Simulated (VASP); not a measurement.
# W (I4_1/amd) in VASP: a series of runs

The runs below take W through single point, with PBE.

Everything below comes from runs of VASP 6.6.1. Logs are shortened: lines on timing, memory, paths and dates and some standing lists are left out, and cuts for length are marked.

## 1. The cell of the first run

Symmetry: I4_1/amd, No. 141, tetragonal system. The conventional cell has a = 4.492 Å, b = 4.492 Å, c = 2.375 Å, α = 90.00°, β = 90.00°, γ = 90.00°. W (site symmetry -4m2) has 10 W at 2.32 to 2.87 Å within 3.1 Å.

## 2. Single point, PBE

The input, INCAR:

```
PREC = Accurate
ENCUT = 520
EDIFF = 1E-6
ISMEAR = -1
SIGMA = 0.05
LREAL = F
LASPH = T
NELM = 100
ALGO = Normal
ISIF = 2
LWAVE = F
LCHARG = T
GGA = PE
LELF = T
LVHAR = T
NBANDS = 21
```

The input, KPOINTS:

```
Automatic mesh
0
Gamma
  16 16 16
```

The input, POSCAR:

```
W
1.0
   -2.2458863481      2.2458863481      1.1875879348
    2.2458863481     -2.2458863481      1.1875879348
    2.2458863481      2.2458863481     -1.1875879348
W
2
Direct
   -0.3750000000     -0.1250000000     -0.2500000000
    0.3750000000      0.1250000000      0.2500000000
```

Potentials or basis: VASP PAW PBE potentials, release 64 (W_sv).

On the command line:

```sh
$ cat potpaw_PBE.64/W_sv/POTCAR > POTCAR
$ mpirun -np 1 vasp_std > vasp.out
```

OUTCAR:

```text
PREC = Accurate
   ENCUT = 520
   EDIFF = 1E-6
   ISMEAR = -1
   LREAL = F
   LASPH = T
   NELM = 100
   ISIF = 2
   GGA = PE

 ion  position               nearest neighbor table
   1  0.625  0.875  0.750-   2 2.32   2 2.32   2 2.32   2 2.32   2 2.87   2 2.87   2 2.87   2 2.87

   2  0.375  0.125  0.250-   1 2.32   1 2.32   1 2.32   1 2.32   1 2.87   1 2.87   1 2.87   1 2.87

  LATTYP: Found a body centered tetragonal cell.
 ALAT       =     4.4917726962
 C/A-ratio  =     0.5287836296

  Lattice vectors:

 A1 = (  -2.2458863481,   2.2458863481,   1.1875879348)
 A2 = (   2.2458863481,  -2.2458863481,   1.1875879348)
 A3 = (   2.2458863481,   2.2458863481,  -1.1875879348)

Analysis of symmetry for initial positions (statically):
=====================================================================
 Subroutine PRICEL returns:
 Original cell was already a primitive cell.

 Routine SETGRP: Setting up the symmetry group for a
 body centered tetragonal supercell.

 Subroutine GETGRP returns: Found 16 space group operations
 (whereof  4 operations were pure point group operations)
 out of a pool of 16 trial point group operations.

The static configuration has the point symmetry C_2h.
 The point group associated with its full space group is D_4h.

Analysis of symmetry for dynamics (positions and initial velocities):
=====================================================================
 Subroutine PRICEL returns:
 Original cell was already a primitive cell.

 Routine SETGRP: Setting up the symmetry group for a
 body centered tetragonal supercell.

 Subroutine GETGRP returns: Found 16 space group operations
 (whereof  4 operations were pure point group operations)
 out of a pool of 16 trial point group operations.

The dynamic configuration has the point symmetry C_2h.
 The point group associated with its full space group is D_4h.

 Subroutine INISYM returns: Found 16 space group operations
 (whereof  4 operations are pure point group operations),
 and found     1 'primitive' translations

----------------------------------------------------------------------------------------

                                     Primitive cell

  volume of cell :      23.9608

  direct lattice vectors                    reciprocal lattice vectors
    -2.245886348  2.245886348  1.187587935     0.000000000  0.222629253  0.421021455
     2.245886348 -2.245886348  1.187587935     0.222629253  0.000000000  0.421021455
     2.245886348  2.245886348 -1.187587935     0.222629253  0.222629253  0.000000000

  length of vectors
     3.390925549  3.390925549  3.390925549     0.476259225  0.476259225  0.314845309

  position of ions in fractional coordinates (direct lattice)
     0.625000000  0.875000000  0.750000000
     0.375000000  0.125000000  0.250000000

  ion indices of the primitive-cell ions
   primitive index   ion index
                 1           1
                 2           2

----------------------------------------------------------------------------------------

 KPOINTS: Automatic mesh

Automatic generation of k-mesh.
 Grid dimensions read from file:
 generate k-points for:   16   16   16

 Generating k-lattice:

  Cartesian coordinates                     Fractional coordinates (reciprocal lattice)
     0.000000000  0.013914328  0.026313841     0.062500000  0.000000000 -0.000000000
     0.013914328  0.000000000  0.026313841     0.000000000  0.062500000 -0.000000000
     0.013914328  0.013914328  0.000000000     0.000000000  0.000000000  0.062500000

  Length of vectors
     0.029766202  0.029766202  0.019677832

  Shift w.r.t. Gamma in fractional coordinates (k-lattice)
     0.000000000  0.000000000  0.000000000

 Subroutine IBZKPT returns following result:
 ===========================================

 Found    349 irreducible k-points:

 Following reciprocal coordinates:
            Coordinates               Weight
  0.000000  0.000000  0.000000      1.000000
  0.062500  0.000000 -0.000000      8.000000
  0.125000  0.000000 -0.000000      8.000000
  0.187500  0.000000  0.000000      8.000000
  0.250000  0.000000 -0.000000      8.000000
  0.312500  0.000000 -0.000000      8.000000
[... 16 lines left out ...]
 -0.125000  0.062500  0.000000     16.000000
 -0.062500  0.062500  0.000000      4.000000
 [... further k-points ...]
   k-points           NKPTS =    349   k-points in BZ     NKDIM =    349   number of bands    NBANDS=     21
   number of dos      NEDOS =    301   number of ions     NIONS =      2
   total plane-waves  NPLWV =  21952
   dimension x,y,z NGX =    28 NGY =   28 NGZ =   28
   dimension x,y,z NGXF=    56 NGYF=   56 NGZF=   56
   ions per type =               2
   NGX,Y,Z   is equivalent  to a cutoff of  13.73, 13.73, 13.73 a.u.
   NGXF,Y,Z  is equivalent  to a cutoff of  27.45, 27.45, 27.45 a.u.
 SYSTEM =  unknown system
   PREC   = accura    normal or accurate (medium, high low for compatibility)
   ISTART =      0    job   : 0-new  1-cont  2-samecut
   ICHARG =      2    charge: 1-file 2-atom 10-const
   ISPIN  =      1    spin polarized calculation?
   LNONCOLLINEAR =      F non collinear calculations
   LSORBIT =      F    spin-orbit coupling
   LASPH  =      T    aspherical Exc in radial PAW
   ENCUT  =  520.0 eV  38.22 Ry    6.18 a.u.   6.30  6.30  6.30*2*pi/ulx,y,z
   NELM   =    100;   NELMIN=  2; NELMDL= -5     # of ELM steps
   EDIFF  = 0.1E-05   stopping-criterion for ELM
   LREAL  =      F    real-space projection
   EDIFFG = 0.1E-04   stopping-criterion for IOM
   NSW    =      0    number of steps for IOM
   IBRION =     -1    ionic relax: 0-MD 1-quasi-New 2-CG
   NFREE  =      0    steps in history (QN), initial steepest desc. (CG)
   ISIF   =      2    stress and relaxation
   ISYM   =      2    0-nonsym 1-usesym 2-fastsym
   POTIM  = 0.5000    time-step for ionic-motion
   TEBEG  =    0.0;   TEEND  =   0.0 temperature during run
   PSTRESS=    0.0 pullay stress
   NELECT =      28.0000    total number of electrons
   NUPDOWN=      -1.0000    fix difference up-down
   EMIN   =  10.00;   EMAX   =-10.00  energy-range for DOS
   EFERMI =   0.00;   METHOD = LEGACY
   ISMEAR =    -1;   SIGMA  =   0.05  broadening in eV -4-tet -1-fermi 0-gaus
   EFERMI_NEDOS =   21; number of points for ismear=-14 and -15
   IALGO  =     38    algorithm
   IMIX   =      4    mixing-type and parameters
     AMIX     =   0.40;   BMIX     =  1.00
     AMIX_MAG =   1.60;   BMIX_MAG =  1.00
  volume/ion in A,a.u.               =      11.98        80.85
  Fermi-wavevector in a.u.,A,eV,Ry     =   1.724357  3.258561 40.455638  2.973405
  Thomas-Fermi vector in A             =   2.800061
   LORBIT       =      0    0 simple, 1 ext, 2 COOP (PROOUT), +10 PAW based schemes
   GGA     = PE    functional components
   LHFCALC =     F    Hartree Fock is set to
   AEXX    =    0.0000 exact exchange contribution
   IVDW    =     0    specifies the selected vdW correction
   LEPSILON=     F    determine dielectric tensor
   LRPA    =     F    only Hartree local field effects (RPA)
 non-spin polarized calculation
  energy-cutoff  :      520.00
  volume of cell :       23.96
 maximum number of plane-waves:       673
 NGX is ok and might be reduce to    28

 number of electron      27.9999998 magnetization

 Free energy of the ion-electron system (eV)
  ---------------------------------------------------
  ext. energy  EPLUGINS =         0.00000000
  ---------------------------------------------------
  free energy    TOTEN  =       -18.56026243 eV

  energy without entropy =      -18.55219721  energy(sigma->0) =      -18.55622982

 E-fermi :  15.9661     XC(G=0): -15.1947

 val. band max:       15.9629287672   @ k =   0.4375   0.3750   0.0625
 cond. band min:      15.9667670924   @ k =   0.3750   0.3125   0.0625
 fundamental gap:      0.0038383252
 Fermi energy:        15.9661256735

 k-point     1 :       0.0000    0.0000    0.0000
  band No.  band energies     occupation
      1     -58.2683      2.00000
      2     -57.3877      2.00000
      3     -23.9363      2.00000
      4     -23.9363      2.00000
      5     -20.8493      2.00000
      6     -20.8493      2.00000
[... 13 lines left out ...]
     20      24.9721      0.00000
     21      26.7003      0.00000

 k-point     2 :       0.0625    0.0000   -0.0000
  band No.  band energies     occupation
      1     -58.2488      2.00000
      2     -57.3829      2.00000
      3     -23.9236      2.00000
      4     -23.8892      2.00000
      5     -20.9949      2.00000
      6     -20.9225      2.00000
[... 13 lines left out ...]
     20      25.3191      0.00000
     21      27.1786      0.00000

 k-point     3 :       0.1250    0.0000   -0.0000
  band No.  band energies     occupation
      1     -58.1927      2.00000
      2     -57.3697      2.00000
      3     -23.8867      2.00000
      4     -23.7557      2.00000
      5     -21.3818      2.00000
      6     -21.2986      2.00000
[... 13 lines left out ...]
     20      26.6963      0.00000
     21      28.2050      0.00000

 k-point     4 :       0.1875    0.0000    0.0000
  band No.  band energies     occupation
      1     -58.1066      2.00000
      2     -57.3514      2.00000
      3     -23.8302      2.00000
      4     -23.5631      2.00000
      5     -21.9551      2.00000
      6     -21.7907      2.00000
[... 13 lines left out ...]
     20      28.7423      0.00000
     21      29.4756      0.00000

 k-point     5 :       0.2500    0.0000   -0.0000
  band No.  band energies     occupation
      1     -58.0011      2.00000
      2     -57.3328      2.00000
      3     -23.7612      2.00000
      4     -23.3877      2.00000
      5     -22.5774      2.00000
      6     -22.2840      2.00000
[... 13 lines left out ...]
     20      29.8399      0.00000
     21      30.3473      0.00000

 k-point     6 :       0.3125    0.0000   -0.0000
  band No.  band energies     occupation
      1     -57.8897      2.00000
      2     -57.3188      2.00000
      3     -23.6895      2.00000
      4     -23.4806      2.00000
      5     -23.0883      2.00000
      6     -22.5302      2.00000
[... 13 lines left out ...]
     20      29.2104      0.00000
     21      30.1505      0.00000

 k-point     7 :       0.3750    0.0000    0.0000
  band No.  band energies     occupation
      1     -57.7883      2.00000
      2     -57.3129      2.00000
      3     -23.8607      2.00000
      4     -23.6265      2.00000
      5     -23.4654      2.00000
      6     -22.4150      2.00000
[... 13 lines left out ...]
     20      28.9657      0.00000
     21      29.1209      0.00000
[... 291 lines left out ...]
      1     -57.9685      2.00000
      2     -57.3657      2.00000
      3     -23.7791      2.00000
      4     -23.2501      2.00000
      5     -22.6449      2.00000
      6     -22.2079      2.00000
[... 13 lines left out ...]
     20      28.8194      0.00000
     21      30.3960      0.00000

 k-point    21 :      -0.2500    0.0625    0.0000
  band No.  band energies     occupation
      1     -58.0773      2.00000
      2     -57.3811      2.00000
      3     -23.8416      2.00000
      4     -23.4076      2.00000
      5     -22.0481      2.00000
      6     -21.7719      2.00000
[... 13 lines left out ...]
     20      28.0206      0.00000
     21      30.1563      0.00000

 k-point    22 :      -0.1875    0.0625    0.0000
  band No.  band energies     occupation
      1     -58.1690      2.00000
      2     -57.3938      2.00000
      3     -23.8895      2.00000
      4     -23.6314      2.00000
      5     -21.5052      2.00000
      6     -21.2960      2.00000
[... 13 lines left out ...]
     20      26.2636      0.00000
     21      29.2620      0.00000

 k-point    23 :      -0.1250    0.0625    0.0000
  band No.  band energies     occupation
      1     -58.2323      2.00000
      2     -57.3997      2.00000
      3     -23.9150      2.00000
      4     -23.8128      2.00000
      5     -21.1377      2.00000
      6     -20.9462      2.00000
[... 13 lines left out ...]
     20      24.9261      0.00000
     21      28.4054      0.00000

 k-point    24 :      -0.0625    0.0625    0.0000
  band No.  band energies     occupation
      1     -58.2599      2.00000
      2     -57.3963      2.00000
      3     -23.9162      2.00000
      4     -23.9134      2.00000
      5     -20.9612      2.00000
      6     -20.8920      2.00000
[... 13 lines left out ...]
     20      24.7028      0.00000
     21      27.6634      0.00000

 [... further k-points ...]

------------------------ aborting loop because EDIFF is reached ----------------------------------------

  FORCE on cell =-STRESS in cart. coord.  units (eV):
  Direction    XX          YY          ZZ          XY          YZ          ZX
  --------------------------------------------------------------------------------------
  -------------------------------------------------------------------------------------
  Total       29.9639418     29.9639418     29.9697875      0.0000000     -0.0000000      0.0000000
  in kB     2003.5870136   2003.5870136   2003.9778968      0.0000000     -0.0000000      0.0000000
  external PRESSURE =    2003.7173080 kB  Pullay stress =       0.0000000 kB

 VOLUME and BASIS-vectors are now :
 -----------------------------------------------------------------------------
  energy-cutoff  :      520.00
  volume of cell :       23.96
      direct lattice vectors                 reciprocal lattice vectors
    -2.245886348  2.245886348  1.187587935     0.000000000  0.222629253  0.421021455
     2.245886348 -2.245886348  1.187587935     0.222629253  0.000000000  0.421021455
     2.245886348  2.245886348 -1.187587935     0.222629253  0.222629253  0.000000000

 POSITION                                       TOTAL-FORCE (eV/Angst)
 -----------------------------------------------------------------------------------
      2.24589      1.12294      0.89069        -0.000000      0.000000     -0.000000
      0.00000      1.12294      0.29690         0.000000     -0.000000      0.000000
 -----------------------------------------------------------------------------------
    total drift:                                0.000000      0.000000     -0.000000

  FREE ENERGIE OF THE ION-ELECTRON SYSTEM (eV)
  ---------------------------------------------------
  free  energy   TOTEN  =       -18.5602624326 eV

  energy  without entropy=      -18.5521972075  energy(sigma->0) =      -18.55622982
```

Run time: 2.2 min. Hardware: 1 thread of Intel Xeon 6975P-C, shared host; peak memory 0.27 GiB.

What came out:

* Free energy: -18.5603 eV
* Pressure: 200.4 GPa
* Band gap on the k mesh: zero (band 14 reaches 18.93 eV, above the bottom of band 15 at 13.99 eV)

Levels at points of the mesh, in eV from the Fermi level:
| k point | band 11 | band 12 | band 13 | band 14 | band 15 | band 16 | band 17 | band 18 |
| --- | --- | --- | --- | --- | --- | --- | --- | --- |
| (0.00, 0.00, 0.00) | -6.16 | -5.54 | -4.42 | 2.52 | 2.52 | 2.78 | 2.78 | 7.94 |
| (0.50, 0.00, 0.00) | -5.49 | -3.60 | -1.37 | -0.48 | 1.08 | 2.20 | 5.27 | 5.30 |
| (0.50, 0.50, 0.00) | -4.63 | -4.63 | -1.51 | -1.51 | 0.90 | 0.90 | 4.79 | 4.79 |
| (0.50, 0.50, 0.50) | -4.02 | -4.02 | -0.08 | -0.08 | 1.22 | 1.22 | 3.96 | 3.96 |

Caveat: spin-orbit coupling is left out, which moves the levels of the heavy elements.

## 3. Single point, PBE

The input, INCAR:

```
SYSTEM = W
  PREC = Accurate
  ENCUT = 520
  EDIFF = 1E-6
  ISMEAR = -1
  SIGMA = 0.05
  LREAL = .FALSE.
  LASPH = .TRUE.
  NELM = 80
  ALGO = Normal
  ISIF = 2
  LWAVE = .FALSE.
  LCHARG = .FALSE.
  GGA = PE
  NBANDS = 21
```

The input, KPOINTS:

```
Automatic mesh
0
G
  16 16 16
  0 0 0
```

POSCAR is that of step 2.

Potentials or basis: VASP PAW PBE potentials, release 64 (W_sv).

On the command line:

```sh
$ cat potpaw_PBE.64/W_sv/POTCAR > POTCAR
$ mpirun -np 1 vasp_std > vasp.out
```

OUTCAR:

```text
SYSTEM = W
   PREC = Accurate
   ENCUT = 520
   EDIFF = 1E-6
   ISMEAR = -1
   LREAL = .FALSE.
   LASPH = .TRUE.
   NELM = 80
   ISIF = 2
   GGA = PE

 ion  position               nearest neighbor table
   1  0.625  0.875  0.750-   2 2.32   2 2.32   2 2.32   2 2.32   2 2.87   2 2.87   2 2.87   2 2.87

   2  0.375  0.125  0.250-   1 2.32   1 2.32   1 2.32   1 2.32   1 2.87   1 2.87   1 2.87   1 2.87

  LATTYP: Found a body centered tetragonal cell.
 ALAT       =     4.4917726962
 C/A-ratio  =     0.5287836296

  Lattice vectors:

 A1 = (  -2.2458863481,   2.2458863481,   1.1875879348)
 A2 = (   2.2458863481,  -2.2458863481,   1.1875879348)
 A3 = (   2.2458863481,   2.2458863481,  -1.1875879348)

Analysis of symmetry for initial positions (statically):
=====================================================================
 Subroutine PRICEL returns:
 Original cell was already a primitive cell.

 Routine SETGRP: Setting up the symmetry group for a
 body centered tetragonal supercell.

 Subroutine GETGRP returns: Found 16 space group operations
 (whereof  4 operations were pure point group operations)
 out of a pool of 16 trial point group operations.

[... 160 lines left out ...]
  free energy    TOTEN  =       -18.56026243 eV

  energy without entropy =      -18.55219721  energy(sigma->0) =      -18.55622982

 E-fermi :  15.9661     XC(G=0): -15.1947

 val. band max:       15.9629287672   @ k =   0.4375   0.3750   0.0625
 cond. band min:      15.9667670924   @ k =   0.3750   0.3125   0.0625
 fundamental gap:      0.0038383252
 Fermi energy:        15.9661256735

 k-point     1 :       0.0000    0.0000    0.0000
  band No.  band energies     occupation
      1     -58.2683      2.00000
      2     -57.3877      2.00000
      3     -23.9363      2.00000
      4     -23.9363      2.00000
      5     -20.8493      2.00000
      6     -20.8493      2.00000
[... 565 lines left out ...]
     20      24.7028      0.00000
     21      27.6634      0.00000

 [... further k-points ...]

------------------------ aborting loop because EDIFF is reached ----------------------------------------

  FORCE on cell =-STRESS in cart. coord.  units (eV):
  Direction    XX          YY          ZZ          XY          YZ          ZX
  --------------------------------------------------------------------------------------
  -------------------------------------------------------------------------------------
  Total       29.9639418     29.9639418     29.9697875      0.0000000     -0.0000000      0.0000000
  in kB     2003.5870136   2003.5870136   2003.9778968      0.0000000     -0.0000000      0.0000000
  external PRESSURE =    2003.7173080 kB  Pullay stress =       0.0000000 kB

 VOLUME and BASIS-vectors are now :
 -----------------------------------------------------------------------------
  energy-cutoff  :      520.00
  volume of cell :       23.96
      direct lattice vectors                 reciprocal lattice vectors
    -2.245886348  2.245886348  1.187587935     0.000000000  0.222629253  0.421021455
     2.245886348 -2.245886348  1.187587935     0.222629253  0.000000000  0.421021455
     2.245886348  2.245886348 -1.187587935     0.222629253  0.222629253  0.000000000

 POSITION                                       TOTAL-FORCE (eV/Angst)
 -----------------------------------------------------------------------------------
      2.24589      1.12294      0.89069        -0.000000      0.000000     -0.000000
      0.00000      1.12294      0.29690         0.000000     -0.000000      0.000000
 -----------------------------------------------------------------------------------
    total drift:                                0.000000      0.000000     -0.000000

  FREE ENERGIE OF THE ION-ELECTRON SYSTEM (eV)
  ---------------------------------------------------
  free  energy   TOTEN  =       -18.5602624326 eV

  energy  without entropy=      -18.5521972075  energy(sigma->0) =      -18.55622982
```

Run time: 2.4 min. Hardware: 1 thread of Intel Xeon 6975P-C, shared host; peak memory 0.27 GiB.

What came out:

```yaml
Free_energy: -18.5603 eV
Pressure: 200.4 GPa
Band_gap_on_the_k_mesh: zero (band 14 reaches 18.93 eV, above the bottom of band 15 at 13.99 eV)
```

Levels at points of the mesh, in eV from the Fermi level:
```csv
k point,band 10,band 11,band 12,band 13,band 14,band 15,band 16,band 17,band 18,band 19
"(0.00, 0.00, 0.00)",-9.37,-6.16,-5.54,-4.42,2.52,2.52,2.78,2.78,7.94,9.01
"(0.50, 0.00, 0.00)",-7.66,-5.49,-3.60,-1.37,-0.48,1.08,2.20,5.27,5.30,11.30
"(0.50, 0.50, 0.00)",-7.03,-4.63,-4.63,-1.51,-1.51,0.90,0.90,4.79,4.79,5.33
"(0.50, 0.50, 0.50)",-7.10,-4.02,-4.02,-0.08,-0.08,1.22,1.22,3.96,3.96,4.29
```

Caveat: spin-orbit coupling is left out, which moves the levels of the heavy elements.
